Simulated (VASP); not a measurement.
# AlNi (Pm-3m) in VASP: further runs, part 2 of 2

VASP 6.6.1.

### Step 3. Single point, PBE

This run uses another cell than the first one, of 11.80 Å³/atom, 1.026 times its volume.

Contents of INCAR:

```
SYSTEM = AlNi
PREC = Accurate
ENCUT = 520
EDIFF = 1E-6
ISMEAR = 0
SIGMA = 0.15
LREAL = .False.
LASPH = .True.
NELM = 100
ALGO = Normal
ISIF = 2
LWAVE = .False.
LCHARG = .False.
GGA = PE
NBANDS = 14
```

Contents of KPOINTS:

```
regular mesh
0
Gamma
  16 16 16
  0 0 0
```

Contents of POSCAR:

```
AlNi
1.0
    2.8687141731      0.0000000000      0.0000000000
    0.0000000000      2.8687141731      0.0000000000
    0.0000000000      0.0000000000      2.8687141731
Al Ni
1 1
Direct
    0.0000000000      0.0000000000      0.0000000000
    0.5000000000      0.5000000000      0.5000000000
```

Potentials or basis: VASP PAW PBE potentials, release 64 (Al, Ni).

The run is started by

```bash
cat potpaw_PBE.64/Al/POTCAR potpaw_PBE.64/Ni/POTCAR > POTCAR
mpirun -np 1 vasp_std > vasp.out
```

OUTCAR:

```text
SYSTEM = AlNi
   PREC = Accurate
   ENCUT = 520
   EDIFF = 1E-6
   ISMEAR = 0
   LREAL = .False.
   LASPH = .True.
   NELM = 100
   ISIF = 2
   GGA = PE

 ion  position               nearest neighbor table
   1  0.000  0.000  0.000-   2 2.48   2 2.48   2 2.48   2 2.48   2 2.48   2 2.48   2 2.48   2 2.48

   2  0.500  0.500  0.500-   1 2.48   1 2.48   1 2.48   1 2.48   1 2.48   1 2.48   1 2.48   1 2.48

  LATTYP: Found a simple cubic cell.
 ALAT       =     2.8687141731

  Lattice vectors:

 A1 = (   2.8687141731,   0.0000000000,   0.0000000000)
 A2 = (   0.0000000000,   2.8687141731,   0.0000000000)
 A3 = (   0.0000000000,   0.0000000000,   2.8687141731)

Analysis of symmetry for initial positions (statically):
=====================================================================
 Subroutine PRICEL returns:
 Original cell was already a primitive cell.

 Routine SETGRP: Setting up the symmetry group for a
 simple cubic supercell.

 Subroutine GETGRP returns: Found 48 space group operations
 (whereof 48 operations were pure point group operations)
 out of a pool of 48 trial point group operations.

The static configuration has the point symmetry O_h .

Analysis of symmetry for dynamics (positions and initial velocities):
=====================================================================
 Subroutine PRICEL returns:
 Original cell was already a primitive cell.

 Routine SETGRP: Setting up the symmetry group for a
 simple cubic supercell.

 Subroutine GETGRP returns: Found 48 space group operations
 (whereof 48 operations were pure point group operations)
 out of a pool of 48 trial point group operations.

The dynamic configuration has the point symmetry O_h .

 Subroutine INISYM returns: Found 48 space group operations
 (whereof 48 operations are pure point group operations),
 and found     1 'primitive' translations

----------------------------------------------------------------------------------------

                                     Primitive cell

  volume of cell :      23.6081

  direct lattice vectors                    reciprocal lattice vectors
     2.868714173  0.000000000  0.000000000     0.348588231  0.000000000  0.000000000
     0.000000000  2.868714173  0.000000000     0.000000000  0.348588231  0.000000000
     0.000000000  0.000000000  2.868714173     0.000000000  0.000000000  0.348588231

  length of vectors
     2.868714173  2.868714173  2.868714173     0.348588231  0.348588231  0.348588231

  position of ions in fractional coordinates (direct lattice)
     0.000000000  0.000000000  0.000000000
     0.500000000  0.500000000  0.500000000

  ion indices of the primitive-cell ions
   primitive index   ion index
                 1           1
                 2           2

----------------------------------------------------------------------------------------

 KPOINTS: regular mesh

Automatic generation of k-mesh.
 Grid dimensions read from file:
 generate k-points for:   16   16   16

 Generating k-lattice:

  Cartesian coordinates                     Fractional coordinates (reciprocal lattice)
     0.021786764  0.000000000  0.000000000     0.062500000  0.000000000  0.000000000
     0.000000000  0.021786764  0.000000000     0.000000000  0.062500000  0.000000000
     0.000000000  0.000000000  0.021786764     0.000000000  0.000000000  0.062500000

  Length of vectors
     0.021786764  0.021786764  0.021786764

  Shift w.r.t. Gamma in fractional coordinates (k-lattice)
     0.000000000  0.000000000  0.000000000

 Subroutine IBZKPT returns following result:
 ===========================================

 Found    165 irreducible k-points:

 Following reciprocal coordinates:
            Coordinates               Weight
  0.000000  0.000000  0.000000      1.000000
  0.062500  0.000000  0.000000      6.000000
  0.125000  0.000000  0.000000      6.000000
  0.187500  0.000000  0.000000      6.000000
  0.250000  0.000000  0.000000      6.000000
  0.312500  0.000000  0.000000      6.000000
[... 16 lines left out ...]
  0.437500  0.125000  0.000000     24.000000
  0.500000  0.125000  0.000000     12.000000
 [... further k-points ...]
   k-points           NKPTS =    165   k-points in BZ     NKDIM =    165   number of bands    NBANDS=     14
   number of dos      NEDOS =    301   number of ions     NIONS =      2
   total plane-waves  NPLWV =  13824
   dimension x,y,z NGX =    24 NGY =   24 NGZ =   24
   dimension x,y,z NGXF=    48 NGYF=   48 NGZF=   48
   ions per type =               1   1
   NGX,Y,Z   is equivalent  to a cutoff of  13.91, 13.91, 13.91 a.u.
   NGXF,Y,Z  is equivalent  to a cutoff of  27.82, 27.82, 27.82 a.u.
 SYSTEM =  AlNi
   PREC   = accura    normal or accurate (medium, high low for compatibility)
   ISTART =      0    job   : 0-new  1-cont  2-samecut
   ICHARG =      2    charge: 1-file 2-atom 10-const
   ISPIN  =      1    spin polarized calculation?
   LNONCOLLINEAR =      F non collinear calculations
   LSORBIT =      F    spin-orbit coupling
   LASPH  =      T    aspherical Exc in radial PAW
   ENCUT  =  520.0 eV  38.22 Ry    6.18 a.u.   5.33  5.33  5.33*2*pi/ulx,y,z
   NELM   =    100;   NELMIN=  2; NELMDL= -5     # of ELM steps
   EDIFF  = 0.1E-05   stopping-criterion for ELM
   LREAL  =      F    real-space projection
[... 7 lines left out ...]
   TEBEG  =    0.0;   TEEND  =   0.0 temperature during run
   PSTRESS=    0.0 pullay stress
   NELECT =      13.0000    total number of electrons
   NUPDOWN=      -1.0000    fix difference up-down
   EMIN   =  10.00;   EMAX   =-10.00  energy-range for DOS
   EFERMI =   0.00;   METHOD = LEGACY
   ISMEAR =     0;   SIGMA  =   0.15  broadening in eV -4-tet -1-fermi 0-gaus
   EFERMI_NEDOS =   21; number of points for ismear=-14 and -15
   IALGO  =     38    algorithm
   IMIX   =      4    mixing-type and parameters
     AMIX     =   0.40;   BMIX     =  1.00
     AMIX_MAG =   1.60;   BMIX_MAG =  1.00
  volume/ion in A,a.u.               =      11.80        79.66
  Fermi-wavevector in a.u.,A,eV,Ry     =   1.341844  2.535717 24.497903  1.800545
  Thomas-Fermi vector in A             =   2.470045
   LORBIT       =      0    0 simple, 1 ext, 2 COOP (PROOUT), +10 PAW based schemes
   GGA     = PE    functional components
   LHFCALC =     F    Hartree Fock is set to
   AEXX    =    0.0000 exact exchange contribution
   IVDW    =     0    specifies the selected vdW correction
   LEPSILON=     F    determine dielectric tensor
   LRPA    =     F    only Hartree local field effects (RPA)
 non-spin polarized calculation
 Gauss-broadening in eV      SIGMA  =   0.15
  energy-cutoff  :      520.00
  volume of cell :       23.61
 maximum number of plane-waves:       655
 NGX is ok and might be reduce to    24
   NGX = 11   NGY = 11   NGZ = 11

 number of electron      13.0000013 magnetization

 Free energy of the ion-electron system (eV)
  ---------------------------------------------------
  ext. energy  EPLUGINS =         0.00000000
  ---------------------------------------------------
  free energy    TOTEN  =       -10.53573099 eV

  energy without entropy =      -10.52715083  energy(sigma->0) =      -10.53144091

 E-fermi :  10.1987     XC(G=0): -12.1099

 val. band max:       10.1675294476   @ k =   0.3750   0.2500   0.1250
 cond. band min:      10.1992418089   @ k =   0.3750   0.3125   0.1250
 fundamental gap:      0.0317123613
 Fermi energy:        10.1986678846

 k-point     1 :       0.0000    0.0000    0.0000
  band No.  band energies     occupation
      1      -1.0355      2.00000
      2       6.9099      2.00000
      3       6.9099      2.00000
      4       8.6305      2.00000
      5       8.6305      2.00000
      6       8.6305      2.00000
      7      15.7508      0.00000
      8      15.7508      0.00000
      9      15.7508      0.00000
     10      18.3630      0.00000
     11      18.3630      0.00000
     12      24.1701      0.00000
     13      31.2737      0.00000
     14      31.2737      0.00000
[... 375 lines left out ...]
 k-point    24 :       0.5000    0.1250    0.0000
  band No.  band energies     occupation
      1       3.3985      2.00000
      2       3.6341      2.00000
      3       7.4542      2.00000
      4       7.8456      2.00000
      5       7.9401      2.00000
      6       8.6187      2.00000
      7       9.5393      2.00000
      8      17.1740      0.00000
      9      18.1687      0.00000
     10      20.7242      0.00000
     11      21.3271      0.00000
     12      21.5291      0.00000
     13      25.7092      0.00000
     14      26.3433      0.00000

 [... further k-points ...]

------------------------ aborting loop because EDIFF is reached ----------------------------------------

  FORCE on cell =-STRESS in cart. coord.  units (eV):
  Direction    XX          YY          ZZ          XY          YZ          ZX
  --------------------------------------------------------------------------------------
  -------------------------------------------------------------------------------------
  Total        0.6215755      0.6215755      0.6215755     -0.0000000      0.0000000     -0.0000000
  in kB       42.1835054     42.1835054     42.1835054     -0.0000000      0.0000000     -0.0000000
  external PRESSURE =      42.1835054 kB  Pullay stress =       0.0000000 kB

 VOLUME and BASIS-vectors are now :
 -----------------------------------------------------------------------------
  energy-cutoff  :      520.00
  volume of cell :       23.61
      direct lattice vectors                 reciprocal lattice vectors
     2.868714173  0.000000000  0.000000000     0.348588231  0.000000000  0.000000000
     0.000000000  2.868714173  0.000000000     0.000000000  0.348588231  0.000000000
     0.000000000  0.000000000  2.868714173     0.000000000  0.000000000  0.348588231

 POSITION                                       TOTAL-FORCE (eV/Angst)
 -----------------------------------------------------------------------------------
      0.00000      0.00000      0.00000         0.000000      0.000000      0.000000
      1.43436      1.43436      1.43436         0.000000      0.000000      0.000000
 -----------------------------------------------------------------------------------
    total drift:                                0.000000      0.000000     -0.000000

  FREE ENERGIE OF THE ION-ELECTRON SYSTEM (eV)
  ---------------------------------------------------
  free  energy   TOTEN  =       -10.5357309895 eV

  energy  without entropy=      -10.5271508350  energy(sigma->0) =      -10.53144091
```

OSZICAR:

```text
N       E                     dE             d eps       ncg     rms          rms(c)
DAV:   1     0.407986572040E+02    0.40799E+02   -0.53841E+03  4708   0.974E+02
DAV:   2    -0.101769631824E+02   -0.50976E+02   -0.46148E+02  5004   0.182E+02
DAV:   3    -0.119602320420E+02   -0.17833E+01   -0.17613E+01  5778   0.370E+01
DAV:   4    -0.119839584170E+02   -0.23726E-01   -0.23720E-01  5676   0.391E+00
DAV:   5    -0.119846801470E+02   -0.72173E-03   -0.72171E-03  5914   0.739E-01    0.120E+01
DAV:   6    -0.137996401495E+02   -0.18150E+01   -0.45050E+01  5394   0.938E+01    0.154E+01
DAV:   7    -0.105614497517E+02    0.32382E+01   -0.13509E+01  5478   0.561E+01    0.984E-01
DAV:   8    -0.105495465577E+02    0.11903E-01   -0.26946E-01  5850   0.546E+00    0.992E-01
DAV:   9    -0.105360289226E+02    0.13518E-01   -0.44412E-02  5964   0.273E+00    0.186E-01
DAV:  10    -0.105357312878E+02    0.29763E-03   -0.14411E-03  6316   0.511E-01    0.710E-02
DAV:  11    -0.105357319381E+02   -0.65034E-06   -0.40971E-05  5618   0.494E-02    0.128E-02
DAV:  12    -0.105357309895E+02    0.94863E-06   -0.37552E-06  5140   0.283E-02
   1 F= -.10535731E+02 E0= -.10531441E+02  d E =-.858015E-02
```

Wall time 14 s (1 thread of Intel Xeon 6975P-C (Granite Rapids), shared host); peak memory 0.18 GiB.

Results:

| Item | Value |
| --- | --- |
| Free energy | -10.5357 eV |
| Pressure | 4.2 GPa |

Levels at points of the mesh, in eV from the Fermi level:
| k point | band 4 | band 5 | band 6 | band 7 | band 8 | band 9 |
| --- | --- | --- | --- | --- | --- | --- |
| (0.00, 0.00, 0.00) | -1.57 | -1.57 | -1.57 | 5.55 | 5.55 | 5.55 |
| (0.50, 0.00, 0.00) | -2.28 | -2.28 | -1.48 | -0.65 | 8.29 | 10.08 |
| (0.50, 0.50, 0.00) | -2.92 | -2.11 | -2.11 | -1.03 | 1.51 | 2.53 |
| (0.50, 0.50, 0.50) | -1.00 | -1.00 | 1.99 | 1.99 | 1.99 | 3.80 |
